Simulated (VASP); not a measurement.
# BaTiO3 (Cm) in VASP: single point with r2SCAN

Aim: the single point of BaTiO3 with r2SCAN.

Everything below comes from runs of VASP 6.6.1. Logs are shortened: lines on timing, memory, paths and dates and some standing lists are left out, and cuts for length are marked.

### 1 The cell of the first run

Symmetry: Cm, No. 8, monoclinic system. Conventional cell: a = 5.701 Å, b = 5.680 Å, c = 12.104 Å, α = 90.00°, β = 94.21°, γ = 90.00°. Within 3.7 Å of Ba (site symmetry m) lie 12 O at 2.47 to 3.44 Å and 7 Ti at 2.87 to 3.62 Å. Within 3.7 Å of Ba (site symmetry m) lie 12 O at 2.78 to 2.93 Å and 8 Ti at 3.40 to 3.59 Å. Within 3.7 Å of Ba (site symmetry m) lie 12 O at 2.78 to 2.93 Å and 8 Ti at 3.40 to 3.59 Å. Ti (site symmetry m) has 6 O at 1.87 to 2.30 Å within 2.5 Å. Ti (site symmetry m) has 6 O at 1.87 to 2.16 Å within 2.5 Å. Ti (site symmetry m) has 6 O at 1.87 to 2.16 Å within 2.5 Å. Within 2.6 Å of O (site symmetry 1) lie 2 Ti at 1.87 to 2.16 Å and 1 Ba at 2.47 Å and 1 O at 2.52 Å. O (site symmetry 1) has 2 Ti at 1.87 to 2.16 Å within 2.5 Å.

### 2 Single point, r2SCAN

POSCAR reads:

```
BaTiO3
1.0
    2.8400536680     -1.6397057497     -2.3314328258
    0.0000000000      3.2794114995     -2.3314328258
    8.9935979505      5.1924561977      6.2169987734
Ba Ti O
3 3 9
Direct
    0.8440462090      0.8440462090      0.9188283674
    0.9551795423      0.9551795423      0.2521617007
    0.8996128756      0.8996128756      0.5854950341
    0.4687520484      0.4687520484      0.0899826165
    0.4131853818      0.4131853818      0.4233159498
    0.3576187151      0.3576187151      0.7566492831
    0.4967184392      0.0063123493      0.0811512176
    0.4411517726     -0.0492543173      0.4144845509
    0.3855851059     -0.1048209840      0.7478178843
    0.0063123493      0.4967184392      0.0811512176
   -0.0492543173      0.4411517726      0.4144845509
   -0.1048209840      0.3855851059      0.7478178843
    0.4694682075      0.4694682075      0.2446199142
    0.4139015408      0.4139015408      0.5779532476
    0.3583348742      0.3583348742      0.9112865809
```

INCAR.step1 reads:

```
SYSTEM = BaTiO3
PREC     = Accurate       ! precision mode
ENCUT    = 520            ! plane-wave cutoff, eV
ISMEAR   = 0              ! smearing method
SIGMA    = 0.05           ! smearing width, eV
LREAL    = Auto         
LASPH    = .TRUE.         ! aspherical terms in the spheres
NELM     = 60             ! most SCF steps
NBANDS   = 73             ! bands
GGA      = PE             ! functional
ALGO     = Normal         ! electronic algorithm
EDIFF    = 1E-4           ! SCF threshold, eV
LWAVE    = .TRUE.         ! write WAVECAR
LCHARG   = .FALSE.        ! write CHGCAR
```

INCAR.step2 reads:

```
SYSTEM = BaTiO3
PREC     = Accurate       ! precision mode
ENCUT    = 520            ! plane-wave cutoff, eV
EDIFF    = 1E-6           ! SCF threshold, eV
ISMEAR   = 0              ! smearing method
SIGMA    = 0.05           ! smearing width, eV
LREAL    = Auto         
LASPH    = .TRUE.         ! aspherical terms in the spheres
NELM     = 60             ! most SCF steps
ALGO     = Normal         ! electronic algorithm
ISIF     = 2              ! what is computed and relaxed
LWAVE    = .FALSE.        ! write WAVECAR
LCHARG   = .FALSE.        ! write CHGCAR
METAGGA  = R2SCAN         ! meta-GGA
LMIXTAU  = .TRUE.       
NBANDS   = 73             ! bands
ISTART   = 1
```

KPOINTS reads:

```
regular mesh
0
G
  6 6 2
  0 0 0
```

Potentials or basis: VASP PAW PBE potentials, release 64 (Ba_sv, Ti_sv, O).

The run is started by

```sh
> cat potpaw_PBE.64/Ba_sv/POTCAR potpaw_PBE.64/Ti_sv/POTCAR potpaw_PBE.64/O/POTCAR > POTCAR
> cp INCAR.step1 INCAR
> mpirun -np 1 vasp_std > vasp.out
> cp INCAR.step2 INCAR
> mpirun -np 1 vasp_std > vasp.out
```

OUTCAR:

```text
SYSTEM = BaTiO3
   PREC = Accurate
   ENCUT = 520
   EDIFF = 1E-6
   ISMEAR = 0
   LREAL = Auto
   LASPH = .TRUE.
   NELM = 60
   ISIF = 2
   METAGGA = R2SCAN
   ISTART = 1

 ion  position               nearest neighbor table
   1  0.844  0.844  0.919-   7 2.47  10 2.47  15 2.78   9 2.84  12 2.84  15 2.84  15 2.84   4 2.87
                             9 2.93  12 2.93  15 2.93   6 3.40   6 3.45   6 3.45   6 3.51   4 3.62
   2  0.955  0.955  0.252-   8 2.78  11 2.78  13 2.78   7 2.84  10 2.84  13 2.84  13 2.84   8 2.84
                            11 2.84   7 2.93  10 2.93  13 2.93   4 3.40   4 3.45   4 3.45   5 3.45
   3  0.900  0.900  0.585-   9 2.78  12 2.78  14 2.78  14 2.84  14 2.84   9 2.84  12 2.84   8 2.84
                            11 2.84  14 2.93   8 2.93  11 2.93   5 3.40   6 3.45   5 3.45   5 3.45
   4  0.469  0.469  0.090-  13 1.87  10 1.87   7 1.87  10 2.16   7 2.16  15 2.30   1 2.87   2 3.40
                             2 3.45   2 3.45   2 3.51   1 3.62   1 3.62
   5  0.413  0.413  0.423-  11 1.87   8 1.87  14 1.87  11 2.16   8 2.16  13 2.16   3 3.40   3 3.45
                             3 3.45   2 3.45   3 3.51   2 3.51   2 3.51   2 3.59
   6  0.358  0.358  0.757-  12 1.87   9 1.87  15 1.87  14 2.16  12 2.16   9 2.16   1 3.40   3 3.45
                             1 3.45   1 3.45   3 3.51   3 3.51   1 3.51   3 3.59
   7  0.497  0.006  0.081-   4 1.87   4 2.16   1 2.47   2 2.84   2 2.93
   8  0.441  0.951  0.414-   5 1.87   5 2.16   2 2.78   2 2.84   3 2.84   3 2.93
   9  0.386  0.895  0.748-   6 1.87   6 2.16   3 2.78   1 2.84   3 2.84   1 2.93
  10  0.006  0.497  0.081-   4 1.87   4 2.16   1 2.47   2 2.84   2 2.93
  11  0.951  0.441  0.414-   5 1.87   5 2.16   2 2.78   2 2.84   3 2.84   3 2.93
  12  0.895  0.386  0.748-   6 1.87   6 2.16   3 2.78   1 2.84   3 2.84   1 2.93
  13  0.469  0.469  0.245-   4 1.87   5 2.16   2 2.78   2 2.84   2 2.84   2 2.93
  14  0.414  0.414  0.578-   5 1.87   6 2.16   3 2.78   3 2.84   3 2.84   3 2.93
  15  0.358  0.358  0.911-   6 1.87   4 2.30   1 2.78   1 2.84   1 2.84   1 2.93

  LATTYP: Found a base centered monoclinic cell.
 ALAT       =     5.7006013602
 B/A-ratio  =     0.9964049364
 C/A-ratio  =     2.1232171027
 COS(beta)  =    -0.0734424171

  Lattice vectors:

 A1 = (  -2.8400536680,   1.6397057497,   2.3314328258)
 A2 = (   0.0000000000,  -3.2794114995,   2.3314328258)
 A3 = (   8.9935979505,   5.1924561977,   6.2169987734)

Analysis of symmetry for initial positions (statically):
=====================================================================
 Subroutine PRICEL returns:
 Original cell was already a primitive cell.

 Routine SETGRP: Setting up the symmetry group for a
 base centered monoclinic supercell.

 Subroutine GETGRP returns: Found  2 space group operations
 (whereof  2 operations were pure point group operations)
 out of a pool of  4 trial point group operations.

The static configuration has the point symmetry C_1h.

Analysis of symmetry for dynamics (positions and initial velocities):
=====================================================================
 Subroutine PRICEL returns:
 Original cell was already a primitive cell.

 Routine SETGRP: Setting up the symmetry group for a
 base centered monoclinic supercell.

 Subroutine GETGRP returns: Found  2 space group operations
 (whereof  2 operations were pure point group operations)
 out of a pool of  4 trial point group operations.

The dynamic configuration has the point symmetry C_1h.

 Subroutine INISYM returns: Found  2 space group operations
 (whereof  2 operations are pure point group operations),
 and found     1 'primitive' translations

----------------------------------------------------------------------------------------

                                     Primitive cell

  volume of cell :     195.4285

  direct lattice vectors                    reciprocal lattice vectors
     2.840053668 -1.639705750 -2.331432826     0.166270332 -0.107292286 -0.150918161
     0.000000000  3.279411500 -2.331432826    -0.009782679  0.197640474 -0.150918161
     8.993597950  5.192456198  6.216998773     0.058684337  0.033881418  0.047657865

  length of vectors
     4.023694671  4.023694671 12.103614304     0.248864922  0.248864922  0.082843672

  position of ions in fractional coordinates (direct lattice)
     0.844046209  0.844046209  0.918828367
     0.955179542  0.955179542  0.252161701
     0.899612876  0.899612876  0.585495034
     0.468752048  0.468752048  0.089982617
     0.413185382  0.413185382  0.423315950
     0.357618715  0.357618715  0.756649283
     0.496718439  0.006312349  0.081151218
[... 28 lines left out ...]

 KPOINTS: regular mesh

Automatic generation of k-mesh.
 Grid dimensions read from file:
 generate k-points for:    6    6    2

 Generating k-lattice:

  Cartesian coordinates                     Fractional coordinates (reciprocal lattice)
     0.027711722 -0.017882048 -0.025153027     0.166666667  0.000000000  0.000000000
    -0.001630446  0.032940079 -0.025153027    -0.000000000  0.166666667  0.000000000
     0.029342169  0.016940709  0.023828933    -0.000000000 -0.000000000  0.500000000

  Length of vectors
     0.041477487  0.041477487  0.041421836

  Shift w.r.t. Gamma in fractional coordinates (k-lattice)
     0.000000000  0.000000000  0.000000000

 Subroutine IBZKPT returns following result:
 ===========================================

 Found     26 irreducible k-points:

 Following reciprocal coordinates:
            Coordinates               Weight
  0.000000  0.000000  0.000000      1.000000
  0.166667  0.000000  0.000000      4.000000
  0.333333  0.000000  0.000000      4.000000
  0.500000  0.000000  0.000000      2.000000
  0.166667  0.166667 -0.000000      2.000000
  0.333333  0.166667  0.000000      4.000000
[... 16 lines left out ...]
  0.333333  0.333333  0.500000      2.000000
  0.500000  0.333333  0.500000      4.000000
 [... further k-points ...]
   k-points           NKPTS =     26   k-points in BZ     NKDIM =     26   number of bands    NBANDS=     73
   number of dos      NEDOS =    301   number of ions     NIONS =     15
   total plane-waves  NPLWV =  81000
   dimension x,y,z NGX =    30 NGY =   30 NGZ =   90
   dimension x,y,z NGXF=    60 NGYF=   60 NGZF=  180
   ions per type =               3   3   9
   NGX,Y,Z   is equivalent  to a cutoff of  12.40, 12.40, 12.36 a.u.
   NGXF,Y,Z  is equivalent  to a cutoff of  24.79, 24.79, 24.72 a.u.
 SYSTEM =  BaTiO3
   PREC   = accura    normal or accurate (medium, high low for compatibility)
   ISTART =      1    job   : 0-new  1-cont  2-samecut
   ICHARG =      0    charge: 1-file 2-atom 10-const
   ISPIN  =      1    spin polarized calculation?
   LNONCOLLINEAR =      F non collinear calculations
   LSORBIT =      F    spin-orbit coupling
   LASPH  =      T    aspherical Exc in radial PAW
   ENCUT  =  520.0 eV  38.22 Ry    6.18 a.u.   7.48  7.48 22.50*2*pi/ulx,y,z
   NELM   =     60;   NELMIN=  2; NELMDL=  0     # of ELM steps
   EDIFF  = 0.1E-05   stopping-criterion for ELM
   LREAL  =      T    real-space projection
   EDIFFG = 0.1E-04   stopping-criterion for IOM
   NSW    =      0    number of steps for IOM
   IBRION =     -1    ionic relax: 0-MD 1-quasi-New 2-CG
   NFREE  =      0    steps in history (QN), initial steepest desc. (CG)
   ISIF   =      2    stress and relaxation
   ISYM   =      2    0-nonsym 1-usesym 2-fastsym
   POTIM  = 0.5000    time-step for ionic-motion
   TEBEG  =    0.0;   TEEND  =   0.0 temperature during run
   PSTRESS=    0.0 pullay stress
   NELECT =     120.0000    total number of electrons
   NUPDOWN=      -1.0000    fix difference up-down
   EMIN   =  10.00;   EMAX   =-10.00  energy-range for DOS
   EFERMI =   0.00;   METHOD = LEGACY
   ISMEAR =     0;   SIGMA  =   0.05  broadening in eV -4-tet -1-fermi 0-gaus
   EFERMI_NEDOS =   21; number of points for ismear=-14 and -15
   IALGO  =     38    algorithm
   IMIX   =      4    mixing-type and parameters
     AMIX     =   0.40;   BMIX     =  1.00
     AMIX_MAG =   1.60;   BMIX_MAG =  1.00
  volume/ion in A,a.u.               =      13.03        87.92
  Fermi-wavevector in a.u.,A,eV,Ry     =   1.391466  2.629490 26.343298  1.936178
  Thomas-Fermi vector in A             =   2.515302
   LORBIT       =      0    0 simple, 1 ext, 2 COOP (PROOUT), +10 PAW based schemes
   METAGGA = R2SCAN    functional components
   LHFCALC =     F    Hartree Fock is set to
   AEXX    =    0.0000 exact exchange contribution
   IVDW    =     0    specifies the selected vdW correction
   LEPSILON=     F    determine dielectric tensor
   LRPA    =     F    only Hartree local field effects (RPA)
 non-spin polarized calculation
 Gauss-broadening in eV      SIGMA  =   0.05
  energy-cutoff  :      520.00
  volume of cell :      195.43
 maximum number of plane-waves:      5299
 NGX is ok and might be reduce to    30
   NGX = 15   NGY = 15   NGZ = 45

 number of electron     120.0000006 magnetization

 Free energy of the ion-electron system (eV)
  ---------------------------------------------------
  ext. energy  EPLUGINS =         0.00000000
  ---------------------------------------------------
  free energy    TOTEN  =      -220.75193074 eV

  energy without entropy =     -220.75193074  energy(sigma->0) =     -220.75193074

 E-fermi :   3.8009     XC(G=0): -11.7942

 val. band max:        3.5441905795   @ k =   0.5000   0.5000   0.5000
 cond. band min:       5.9074498628   @ k =   0.0000   0.0000   0.0000
 fundamental gap:      2.3632592833
 Fermi energy:         3.8009427502

 k-point     1 :       0.0000    0.0000    0.0000
  band No.  band energies     occupation
      1     -55.5168      2.00000
      2     -55.1795      2.00000
      3     -54.8892      2.00000
      4     -30.8594      2.00000
      5     -30.6892      2.00000
      6     -30.6551      2.00000
[... 1789 lines left out ...]
     71       9.5325      0.00000
     72      10.4062      0.00000

 [... further k-points ...]

 [bands above 72 left out]

------------------------ aborting loop because EDIFF is reached ----------------------------------------

  FORCE on cell =-STRESS in cart. coord.  units (eV):
  Direction    XX          YY          ZZ          XY          YZ          ZX
  --------------------------------------------------------------------------------------
  -------------------------------------------------------------------------------------
  Total        0.5404169      2.6951955     11.5040068     -1.8660930      3.1249582      5.4125718
  in kB        4.4304890     22.0959652     94.3130598    -15.2987512     25.6192797     44.3737745
  external PRESSURE =      40.2798380 kB  Pullay stress =       0.0000000 kB

 VOLUME and BASIS-vectors are now :
 -----------------------------------------------------------------------------
  energy-cutoff  :      520.00
  volume of cell :      195.43
      direct lattice vectors                 reciprocal lattice vectors
     2.840053668 -1.639705750 -2.331432826     0.166270332 -0.107292286 -0.150918161
     0.000000000  3.279411500 -2.331432826    -0.009782679  0.197640474 -0.150918161
     8.993597950  5.192456198  6.216998773     0.058684337  0.033881418  0.047657865

 POSITION                                       TOTAL-FORCE (eV/Angst)
 -----------------------------------------------------------------------------------
     10.66071      6.15496      1.77668        -1.151145     -0.664614     -3.668076
      4.98060      2.87555     -2.88618         0.006302      0.003638     -0.077160
      7.82066      4.51526     -0.55475         0.107907      0.062300      0.055660
      2.14055      1.23585     -1.62631        -0.004756     -0.002746      2.638844
      4.98060      2.87555      0.70513         0.311917      0.180086      0.050063
      7.82066      4.51526      3.03656         0.351717      0.203064     -0.055954
      2.14055     -0.37240     -0.66827         0.868365      0.094505      1.355191
      4.98060      4.54672     -0.66827        -0.077060     -0.141189      0.019240
      7.82066      6.18643      1.66317        -0.047645     -0.156345      0.077418
      0.74777      2.03997     -0.66827         0.516027      0.704774      1.355191
      6.42788      2.03997     -0.66827        -0.160803      0.003859      0.019240
      9.26793      3.67967      1.66317        -0.159221      0.036911      0.077418
      3.53333      2.03997     -0.66827        -0.352273     -0.203385     -0.098648
      6.37338      3.67967      1.66317        -0.149459     -0.086290     -0.114441
      9.21344      5.31938      3.99460        -0.059872     -0.034567     -1.633986
 -----------------------------------------------------------------------------------
    total drift:                                0.021219      0.012251     -0.008796

  FREE ENERGIE OF THE ION-ELECTRON SYSTEM (eV)
  ---------------------------------------------------
  free  energy   TOTEN  =      -220.7519307356 eV

  energy  without entropy=     -220.7519307356  energy(sigma->0) =     -220.75193074
```

Run time: 12 min. Hardware: 1 thread of Intel Xeon 6975P-C (Granite Rapids), shared host; peak memory 0.43 GiB.

What came out:

```
Free energy            : -220.7519 eV
Pressure               : 4.0 GPa
Largest force          : 3.901 eV/Å
Band gap on the k mesh : 2.36 eV (least direct gap 2.83 eV)
```

Forces on the atoms (eV/Å):
```
Ba  -1.151 -0.665 -3.668
Ba   0.006  0.004 -0.077
Ba   0.108  0.062  0.056
Ti  -0.005 -0.003  2.639
Ti   0.312  0.180  0.050
Ti   0.352  0.203 -0.056
O    0.868  0.095  1.355
O   -0.077 -0.141  0.019
O   -0.048 -0.156  0.077
O    0.516  0.705  1.355
O   -0.161  0.004  0.019
O   -0.159  0.037  0.077
O   -0.352 -0.203 -0.099
O   -0.149 -0.086 -0.114
O   -0.060 -0.035 -1.634
```

Stress tensor (GPa, compression positive):
```
 0.44 -1.53  4.44
-1.53  2.21  2.56
 4.44  2.56  9.43
```

Levels at points of the mesh, in eV from the valence-band top:
```
           k point  band 58  band 59  band 60  band 61  band 62  band 63
(0.00, 0.00, 0.00)    -0.65    -0.56    -0.46     2.36     2.49     2.53
(0.50, 0.00, 0.00)    -0.68    -0.43    -0.27     2.57     3.38     3.49
(0.50, 0.50, 0.00)    -0.27    -0.10    -0.06     3.24     3.82     4.12
(0.00, 0.00, 0.50)    -0.75    -0.59    -0.53     2.41     2.55     2.61
(0.50, 0.00, 0.50)    -0.83    -0.69    -0.18     2.67     3.22     3.49
(0.50, 0.50, 0.50)    -0.14    -0.06     0.00     3.24     3.84     4.14
```

Caveat: the cell stands under pressure; the PAW data sets were made with another functional, which shifts forces and pressure a little; spin-orbit coupling is left out, which moves the levels of the heavy elements. A k mesh can miss the band edges.
